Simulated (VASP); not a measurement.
# Se (Fd-3m) in VASP: a series of runs, part 2 of 2

VASP 6.6.1. The steps go on from the part before.

**5. Single point, PBE**

This run uses another cell than the first one, of 35.72 Å³/atom, 1.170 times its volume.

Input file INCAR:

```
  PREC = Accurate
  ENCUT = 520
  EDIFF = 1E-7
  ISMEAR = -5
  SIGMA = 0.1
  LREAL = False
  LASPH = True
  NELM = 80
  ALGO = Normal
  ISIF = 2
  LWAVE = False
  LCHARG = False
  GGA = PE
  NBANDS = 13
```

Input file KPOINTS:

```
regular mesh
0
Gamma
  6 6 6
```

Input file POSCAR:

```
Se
1.0
    0.0000000000      3.2934977703      3.2934977703
    3.2934977703      0.0000000000      3.2934977703
    3.2934977703      3.2934977703      0.0000000000
Se
2
Direct
    0.5000000000      0.5000000000      0.5000000000
    0.7500000000      0.7500000000      0.7500000000
```

Potentials or basis: VASP PAW PBE potentials, release 64 (Se).

Run with:

```console
$ cat potpaw_PBE.64/Se/POTCAR > POTCAR
$ mpirun -np 1 vasp_std > vasp.out
```

OUTCAR:

```text
PREC = Accurate
   ENCUT = 520
   EDIFF = 1E-7
   ISMEAR = -5
   LREAL = False
   LASPH = True
   NELM = 80
   ISIF = 2
   GGA = PE

 ion  position               nearest neighbor table
   1  0.500  0.500  0.500-
   2  0.750  0.750  0.750-

  LATTYP: Found a face centered cubic cell.
 ALAT       =     6.5869955406

  Lattice vectors:

 A1 = (   0.0000000000,   3.2934977703,   3.2934977703)
 A2 = (   3.2934977703,   0.0000000000,   3.2934977703)
 A3 = (   3.2934977703,   3.2934977703,   0.0000000000)

Analysis of symmetry for initial positions (statically):
=====================================================================
 Subroutine PRICEL returns:
 Original cell was already a primitive cell.

 Routine SETGRP: Setting up the symmetry group for a
 face centered cubic supercell.

 Subroutine GETGRP returns: Found 48 space group operations
 (whereof 24 operations were pure point group operations)
 out of a pool of 48 trial point group operations.

The static configuration has the point symmetry T_d .
[... 165 lines left out ...]
  band No.  band energies     occupation
      1     -13.4752      2.00000
      2      -9.5116      2.00000
      3      -1.9489      2.00000
      4      -1.9489      2.00000
      5      -1.9489      2.00000
      6       0.4387      2.00000
      7       0.4387      2.10683
      8       0.4387      2.11454
      9       5.4892      0.00000
     10       8.8383      0.00000
     11       8.8383      0.00000
     12      10.5619      0.00000
     13      10.5619      0.00000
[... 226 lines left out ...]
  band No.  band energies     occupation
      1     -11.8316      2.00000
      2     -11.8316      2.00000
      3      -3.3244      2.00000
      4      -3.3244      2.00000
      5      -0.2829      2.00000
      6      -0.2829      2.00000
      7       2.4585      0.00000
      8       2.4585      0.00000
      9       7.0990      0.00000
     10       7.0990      0.00000
     11      10.4277      0.00000
     12      10.4277      0.00000
     13      13.2416      0.00000

------------------------ aborting loop because EDIFF is reached ----------------------------------------

  FORCE on cell =-STRESS in cart. coord.  units (eV):
  Direction    XX          YY          ZZ          XY          YZ          ZX
  --------------------------------------------------------------------------------------
  -------------------------------------------------------------------------------------
  Total       -1.5572703     -1.5572703     -1.5572703     -0.0000000      0.0000000      0.0000000
  in kB      -34.9198572    -34.9198572    -34.9198572     -0.0000000      0.0000000      0.0000000
  external PRESSURE =     -34.9198572 kB  Pullay stress =       0.0000000 kB

 VOLUME and BASIS-vectors are now :
 -----------------------------------------------------------------------------
  energy-cutoff  :      520.00
  volume of cell :       71.45
      direct lattice vectors                 reciprocal lattice vectors
     0.000000000  3.293497770  3.293497770    -0.151814282  0.151814282  0.151814282
     3.293497770  0.000000000  3.293497770     0.151814282 -0.151814282  0.151814282
     3.293497770  3.293497770  0.000000000     0.151814282  0.151814282 -0.151814282

 POSITION                                       TOTAL-FORCE (eV/Angst)
 -----------------------------------------------------------------------------------
      3.29350      3.29350      3.29350        -0.000000     -0.000000     -0.000000
      4.94025      4.94025      4.94025         0.000000      0.000000      0.000000
 -----------------------------------------------------------------------------------
    total drift:                                0.000000      0.000000      0.000000

  FREE ENERGIE OF THE ION-ELECTRON SYSTEM (eV)
  ---------------------------------------------------
  free  energy   TOTEN  =        -5.8976518008 eV

  energy  without entropy=       -5.8976518008  energy(sigma->0) =       -5.89765180
```

stdout:

```text
POSCAR found type information on POSCAR Se
 POSCAR found :  1 types and       2 ions
 scaLAPACK will be used
 LDA part: xc-table for (Slater+PW92), standard interpolation
 POSCAR, INCAR and KPOINTS ok, starting setup
 FFT: planning ... GRIDC
 FFT: planning ... GRID_SOFT
 FFT: planning ... GRID
 WAVECAR not read
 entering main loop
 -----------------------------------------------------------------------------
|                                                                             |
|           W    W    AA    RRRRR   N    N  II  N    N   GGGG   !!!           |
|           W    W   A  A   R    R  NN   N  II  NN   N  G    G  !!!           |
|           W    W  A    A  R    R  N N  N  II  N N  N  G       !!!           |
|           W WW W  AAAAAA  RRRRR   N  N N  II  N  N N  G  GGG   !            |
|           WW  WW  A    A  R   R   N   NN  II  N   NN  G    G                |
|           W    W  A    A  R    R  N    N  II  N    N   GGGG   !!!           |
|                                                                             |
|     Tetrahedron method does not include variations of the Fermi             |
|     occupations, so forces and stress will be inaccurate. We suggest        |
|     using a different smearing scheme ISMEAR = 1 or 2 for metals in         |
|     relaxations.                                                            |
|                                                                             |
 -----------------------------------------------------------------------------
```

It took 15 s on 1 thread of AMD EPYC 9R14 (Zen 4), shared host; peak memory 0.17 GiB.

Results:

```
Free energy            : -5.8977 eV
Pressure               : -3.5 GPa
Band gap on the k mesh : zero (band 6 reaches 1.35 eV, above the bottom of band 7 at 0.44 eV)
```

Caveat: tetrahedron occupations give inexact forces and stress in metals.

**6. Overview**

| cell | smearing | gap on the mesh (eV) | pressure (GPa) |
| --- | --- | --- | --- |
| a = 4.420 Å, angles 60.0°, 2 atoms | methfessel-paxton 0.0680285 eV | none | 1.6 |
| a = 4.420 Å, angles 60.0°, 2 atoms | fermi-dirac 0.051704 eV | none | 1.6 |
| a = 4.658 Å, angles 60.0°, 2 atoms | tetrahedron | none | -3.5 |

Alike in all rows: task single point; level PBE; potentials or basis VASP PAW PBE potentials, release 64 (Se); no spin polarisation; k mesh 6 × 6 × 6; cutoff (eV) 520.

Caveats: tetrahedron occupations give inexact forces and stress in metals (some runs).

Total energies depend on the potentials used, so only differences within one code and one set of settings carry meaning.
